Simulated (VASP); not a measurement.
# Li7CaNb8O24 (a cell with a defect) in VASP: a series of runs, part 2 of 2

VASP 6.6.1. The steps go on from the part before.

## (3) Single point, PBE

INCAR reads:

```
SYSTEM = Li7CaNb8O24
  PREC = Accurate
  ENCUT = 520
  EDIFF = 1E-6
  ISMEAR = -1
  SIGMA = 0.01
  LREAL = Auto
  LASPH = .TRUE.
  NELM = 100
  ALGO = Normal
  ISIF = 2
  LWAVE = .FALSE.
  LCHARG = .FALSE.
  GGA = PE
  NELECT = 278.0
  NBANDS = 166
```

KPOINTS reads:

```
regular mesh
0
G
  1 1 1
  0 0 0
```

POSCAR reads:

```
Li7CaNb8O24
1.0
    2.5949501352      1.4981951591      4.6722232478
   -5.1899002704      2.9963903182      9.3444464955
    0.0000000000     -5.9927806363      9.3444464955
Li Nb O Ca
7 8 24 1
Direct
    0.7186897006      0.3630187917      0.3610910763
    0.2127069177      0.1106546910      0.1093393565
    0.7347124018      0.3612032790      0.8527174592
    0.2271855541      0.1110958592      0.6027161491
    0.7089821729      0.8587958574      0.3673218667
    0.2117315980      0.6074910701      0.1156620372
    0.7188639183      0.8504684043      0.8609657711
    1.0260694531      0.4956418590      0.4943026765
    0.5037815148      0.2480073270      0.2473440775
    0.9929488373      0.4910496084      1.0125183354
    0.5164785632      0.2369359587      0.7557251402
    0.9841038687      1.0115898771      0.4958681298
    0.5007419904      0.7587207572      0.2411250203
    0.9990036208      0.9986927423      1.0005460866
    0.4782946447      0.7493816700      0.7572310620
    0.2950738360      0.3172246288      0.4417654899
    0.6277814831      0.4442280358      0.1449105579
    0.8900636297      0.1436863453      0.3129747127
    0.3894129493      0.0725202458      0.3893834318
    0.7787807237      0.1943375397      0.0670807133
    0.1348709467      0.3894556601      0.1962779828
    0.2702631047      0.3208373961      0.9421658678
    0.6855972740      0.4252128223      0.6452158946
    0.9008729104      0.1330978625      0.8180773521
    0.3988583050      0.0622045018      0.8894275623
    0.7873623064      0.1925013531      0.5675851757
    0.1694013015      0.3863304823      0.6912544680
    0.2882536710      0.8384205334      0.4270581342
    0.6376300185      0.9469041689      0.1329838636
    0.8835727286      0.6368499322      0.3266625151
    0.3899435406      0.5752317452      0.3899900581
    0.7816520928      0.6930289311      0.0715284165
    0.1349547464      0.8888052793      0.1940053243
    0.2657217463      0.8189104884      0.9459921635
    0.6473387113      0.9410027747      0.6331918257
    0.8505604425      0.6397882985      0.8407417293
    0.3809274260      0.5671631435      0.8848112777
    0.7731237386      0.6883341796      0.5793496964
    0.1342952361      0.8823810370      0.6933372768
    0.2377840521      0.6157982795      0.6194014327
```

Potentials or basis: VASP PAW PBE potentials, release 64 (Li_sv, Nb_sv, O, Ca_sv).

Started as:

```console
$ cat potpaw_PBE.64/Li_sv/POTCAR potpaw_PBE.64/Nb_sv/POTCAR potpaw_PBE.64/O/POTCAR potpaw_PBE.64/Ca_sv/POTCAR > POTCAR
$ mpirun -np 1 vasp_gam > vasp.out
```

Run time: 6.1 min. Hardware: 1 thread of Intel Xeon 8259CL, shared host; peak memory 0.6 GiB.

Results (log left out):

| Property | Result |
| --- | --- |
| Free energy | -325.3245 eV |
| Largest force | 0.907 eV/Å |

Forces on the atoms (eV/Å):
```
Li  -0.005  0.013  0.004
Li   0.015 -0.009  0.014
Li   0.005  0.032  0.001
Li   0.014  0.003  0.012
Li   0.003 -0.001  0.021
Li   0.024 -0.026  0.002
Li   0.016  0.025 -0.002
Nb  -0.454  0.264 -0.562
Nb  -0.145 -0.294 -0.574
Nb  -0.274 -0.366 -0.627
Nb  -0.180 -0.351 -0.655
Nb  -0.363  0.001 -0.636
Nb  -0.473  0.068 -0.554
Nb  -0.271 -0.146 -0.611
Nb  -0.097 -0.336 -0.837
O   -0.007  0.025  0.051
O   -0.035  0.312  0.282
O    0.072  0.128  0.217
O    0.164  0.011  0.280
O   -0.006 -0.042  0.052
O    0.196 -0.006  0.259
O   -0.063  0.028  0.068
O   -0.026  0.318  0.389
O    0.019  0.265  0.298
O    0.120  0.083  0.194
O    0.009 -0.023  0.066
O    0.247 -0.151  0.343
O   -0.004  0.065  0.087
O    0.045  0.232  0.262
O    0.178 -0.104  0.118
O    0.340 -0.303  0.394
O    0.004 -0.041  0.064
O    0.253 -0.164  0.225
O   -0.021  0.015  0.067
O    0.045  0.349  0.382
O    0.005  0.219  0.465
O    0.151  0.225  0.203
O   -0.094  0.041  0.098
O    0.270 -0.213  0.318
Ca   0.324 -0.147 -0.177
```

Levels at points of the mesh, in eV from the Fermi level:
| k point | band 137 | band 138 | band 139 | band 140 | band 141 | band 142 |
| --- | --- | --- | --- | --- | --- | --- |
| (0.00, 0.00, 0.00) | -0.47 | -0.45 | -0.42 | 2.99 | 3.03 | 3.11 |

Caveat: the k points lie up to 1.14 Å⁻¹ apart, too coarse for converged energies, forces and pressures; the cell carries a net charge on a neutralising background, which shifts energy and pressure; the cell is charged against a uniform background, so pressure and absolute levels hang on convention.

## (4) Single point, PBE

INCAR reads:

```
SYSTEM = Li7CaNb8O24
PREC     = Accurate       ! precision mode
ENCUT    = 520            ! plane-wave cutoff, eV
EDIFF    = 1E-6           ! SCF threshold, eV
ISMEAR   = 0              ! smearing method
SIGMA    = 0.01           ! smearing width, eV
LREAL    = Auto         
LASPH    = .True.         ! aspherical terms in the spheres
NELM     = 60             ! most SCF steps
ALGO     = Normal         ! electronic algorithm
ISIF     = 2              ! what is computed and relaxed
LWAVE    = .False.        ! write WAVECAR
LCHARG   = .False.        ! write CHGCAR
GGA      = PE             ! functional
NELECT   = 280.0        
NBANDS   = 166            ! bands
```

KPOINTS reads:

```
Automatic mesh
0
Gamma
  1 1 1
  0.25 0.25 0.25
```

POSCAR reads:

```
Li7CaNb8O24
1.0
    2.5949501400      1.4981951600      4.6722232500
   -5.1899002700      2.9963903200      9.3444465000
    0.0000000000     -5.9927806400      9.3444465000
Li Nb O Ca
7 8 24 1
Direct
    0.7233771817      0.3568884268      0.3659734686
    0.2071487840      0.1177588390      0.1132233333
    0.7395503956      0.3579734847      0.8528630107
    0.2117367059      0.1188337271      0.6064822045
    0.7143812673      0.8569782996      0.3681235684
    0.2027423549      0.6116902208      0.1173744883
    0.7197507469      0.8485169573      0.8640003777
    1.0236489359      0.5015797503      0.4973858196
    0.5086175822      0.2451889330      0.2543718779
    0.9834362057      0.4984404341      1.0171995883
    0.5130903282      0.2383292884      0.7648066471
    0.9761665663      1.0118683149      0.5056454218
    0.5048998285      0.7594639632      0.2465239622
    0.9961917731      1.0025270187      1.0055836430
    0.4803473033      0.7479129041      0.7612463169
    0.2885003629      0.3221551053      0.4360610462
    0.6206163027      0.4495661090      0.1362061499
    0.8866419613      0.1476073034      0.3117716218
    0.3921260265      0.0686703089      0.3873436225
    0.7861434940      0.1928681874      0.0668114407
    0.1403413084      0.3811395017      0.1931999828
    0.2664631835      0.3233166728      0.9373853399
    0.6845269347      0.4284643004      0.6390189285
    0.8950576364      0.1405684987      0.8156396910
    0.4010318436      0.0596904891      0.8856806693
    0.7903032407      0.1902135325      0.5697280845
    0.1666439058      0.3883803356      0.6874346420
    0.2749119582      0.8413952560      0.4205652448
    0.6314206727      0.9508479062      0.1289205803
    0.8857173569      0.6412567224      0.3214069490
    0.4003223593      0.5710670731      0.3885036550
    0.7927349038      0.6894541389      0.0697261996
    0.1433835007      0.8791938636      0.1886630551
    0.2465700592      0.8269523601      0.9354023601
    0.6328951788      0.9458930885      0.6281012684
    0.8365915094      0.6466322085      0.8359253934
    0.3829239000      0.5648879122      0.8770269575
    0.7797681562      0.6905289647      0.5711753765
    0.1303913716      0.8741112989      0.6888242373
    0.2347425524      0.6179641219      0.6217654150
```

Started as:

```console
$ cat potpaw_PBE.64/Li_sv/POTCAR potpaw_PBE.64/Nb_sv/POTCAR potpaw_PBE.64/O/POTCAR potpaw_PBE.64/Ca_sv/POTCAR > POTCAR
$ mpirun -np 1 vasp_std > vasp.out
```

It took 9.1 min on 1 thread of Intel Xeon 8259CL, shared host; peak memory 0.62 GiB.

Results (log left out):

| Quantity | Value |
| --- | --- |
| Free energy | -313.7048 eV |
| Largest force | 0.071 eV/Å |

Forces on the atoms (eV/Å):
```
Li   0.000 -0.002 -0.008
Li   0.001  0.000 -0.004
Li   0.004 -0.003 -0.002
Li  -0.004  0.004 -0.008
Li  -0.006  0.002 -0.004
Li   0.000 -0.001 -0.007
Li   0.000  0.003  0.000
Nb   0.021 -0.005  0.010
Nb   0.011 -0.015  0.017
Nb   0.000  0.016  0.006
Nb  -0.001  0.019  0.019
Nb   0.010  0.027  0.012
Nb  -0.008 -0.012  0.029
Nb  -0.005  0.003  0.015
Nb   0.000  0.008  0.007
O   -0.016  0.012 -0.001
O    0.016 -0.003 -0.001
O   -0.007 -0.031  0.003
O   -0.021  0.007 -0.001
O   -0.009 -0.017 -0.002
O    0.007  0.005  0.001
O   -0.003  0.012 -0.004
O    0.060  0.010  0.013
O   -0.009 -0.015 -0.009
O   -0.011  0.001 -0.003
O    0.007 -0.022 -0.002
O    0.018  0.002 -0.022
O   -0.033  0.043  0.003
O    0.014 -0.009 -0.010
O    0.002 -0.013  0.002
O   -0.018  0.012 -0.015
O    0.006 -0.011 -0.007
O    0.010  0.011 -0.007
O    0.004  0.012 -0.007
O    0.014 -0.002 -0.001
O   -0.038 -0.059  0.005
O   -0.017  0.003  0.004
O    0.003 -0.016 -0.021
O    0.006  0.012 -0.008
Ca  -0.010  0.013  0.008
```

Levels at points of the mesh, in eV from the Fermi level:
```tsv
k point	band 136	band 137	band 138	band 139	band 140	band 141	band 142	band 143	band 144	band 145
(0.25, 0.25, 0.25)	-3.67	-3.61	-3.58	-3.53	-0.19	0.11	0.21	0.22	0.33	0.39
```

Caveat: the k points lie up to 1.14 Å⁻¹ apart, too coarse for converged energies, forces and pressures; the cell carries a net charge on a neutralising background, which shifts energy and pressure; the cell is charged against a uniform background, so pressure and absolute levels hang on convention.

## (5) Single point, PBE

INCAR reads:

```
PREC = Accurate
ENCUT = 520
EDIFF = 1E-6
ISMEAR = 0
SIGMA = 0.01
LREAL = Auto
LASPH = True
NELM = 60
ALGO = Normal
ISIF = 2
LWAVE = False
LCHARG = True
GGA = PE
LELF = True
LVHAR = True
NBANDS = 166
NELECT = 278.0
```

KPOINTS is that of step 4.

POSCAR reads:

```
Li7CaNb8O24
1.0
    2.5949501400      1.4981951600      4.6722232500
   -5.1899002700      2.9963903200      9.3444465000
    0.0000000000     -5.9927806400      9.3444465000
Li Nb O Ca
7 8 24 1
Direct
    0.7186897006      0.3630187917      0.3610910763
    0.2127069177      0.1106546910      0.1093393565
    0.7347124018      0.3612032790      0.8527174592
    0.2271855541      0.1110958592      0.6027161491
    0.7089821729      0.8587958574      0.3673218667
    0.2117315980      0.6074910701      0.1156620372
    0.7188639183      0.8504684043      0.8609657711
    1.0260694531      0.4956418590      0.4943026765
    0.5037815148      0.2480073270      0.2473440775
    0.9929488373      0.4910496084      1.0125183354
    0.5164785632      0.2369359587      0.7557251402
    0.9841038687      1.0115898771      0.4958681298
    0.5007419904      0.7587207572      0.2411250203
    0.9990036208      0.9986927423      1.0005460866
    0.4782946447      0.7493816700      0.7572310620
    0.2950738360      0.3172246288      0.4417654899
    0.6277814831      0.4442280358      0.1449105579
    0.8900636297      0.1436863453      0.3129747127
    0.3894129493      0.0725202458      0.3893834318
    0.7787807237      0.1943375397      0.0670807133
    0.1348709467      0.3894556601      0.1962779828
    0.2702631047      0.3208373961      0.9421658678
    0.6855972740      0.4252128223      0.6452158946
    0.9008729104      0.1330978625      0.8180773521
    0.3988583050      0.0622045018      0.8894275623
    0.7873623064      0.1925013531      0.5675851757
    0.1694013015      0.3863304823      0.6912544680
    0.2882536710      0.8384205334      0.4270581342
    0.6376300185      0.9469041689      0.1329838636
    0.8835727286      0.6368499322      0.3266625151
    0.3899435406      0.5752317452      0.3899900581
    0.7816520928      0.6930289311      0.0715284165
    0.1349547464      0.8888052793      0.1940053243
    0.2657217463      0.8189104884      0.9459921635
    0.6473387113      0.9410027747      0.6331918257
    0.8505604425      0.6397882985      0.8407417293
    0.3809274260      0.5671631435      0.8848112777
    0.7731237386      0.6883341796      0.5793496964
    0.1342952361      0.8823810370      0.6933372768
    0.2377840521      0.6157982795      0.6194014327
```

Started as:

```console
$ cat potpaw_PBE.64/Li_sv/POTCAR potpaw_PBE.64/Nb_sv/POTCAR potpaw_PBE.64/O/POTCAR potpaw_PBE.64/Ca_sv/POTCAR > POTCAR
$ mpirun -np 1 vasp_std > vasp.out
```

It took 11 min on 1 thread of Intel Xeon 8259CL, shared host; peak memory 0.63 GiB.

It converged, with:

```
Free energy   : -327.6604 eV
Largest force : 0.057 eV/Å
```

Forces on the atoms (eV/Å):
```
Li  -0.001 -0.004 -0.004
Li   0.004  0.000 -0.002
Li   0.002  0.002 -0.004
Li  -0.003  0.001 -0.003
Li   0.002  0.002 -0.002
Li  -0.002 -0.003 -0.004
Li  -0.002 -0.005 -0.006
Nb   0.009 -0.017  0.024
Nb  -0.011 -0.008  0.034
Nb  -0.007  0.015  0.036
Nb   0.003  0.025  0.035
Nb   0.005  0.023  0.043
Nb   0.000  0.002  0.031
Nb   0.003 -0.013  0.025
Nb   0.007 -0.016  0.032
O    0.000  0.011 -0.012
O    0.013 -0.004 -0.011
O   -0.007 -0.013 -0.010
O   -0.010 -0.002 -0.010
O    0.009 -0.006 -0.008
O    0.008  0.011 -0.011
O    0.000  0.007 -0.008
O    0.048  0.002  0.002
O   -0.013 -0.005 -0.013
O   -0.006 -0.011 -0.013
O    0.009 -0.016 -0.014
O    0.008 -0.001 -0.025
O   -0.035  0.044  0.009
O    0.013 -0.002 -0.012
O   -0.010 -0.001 -0.014
O   -0.005  0.015 -0.019
O    0.008 -0.005 -0.010
O    0.000  0.015 -0.008
O   -0.001  0.016 -0.011
O    0.006 -0.011 -0.011
O   -0.025 -0.051  0.003
O   -0.012 -0.001 -0.009
O   -0.007 -0.007 -0.023
O   -0.006  0.012 -0.013
Ca   0.005  0.002  0.016
```

Levels at points of the mesh, in eV from the Fermi level:
```tsv
k point	band 136	band 137	band 138	band 139	band 140	band 141	band 142	band 143
(0.25, 0.25, 0.25)	-0.22	-0.16	-0.13	-0.10	3.48	3.62	3.64	3.75
```

Caveat: the k points lie up to 1.14 Å⁻¹ apart, too coarse for converged energies, forces and pressures; the cell carries a net charge on a neutralising background, which shifts energy and pressure; the cell is charged against a uniform background, so pressure and absolute levels hang on convention.
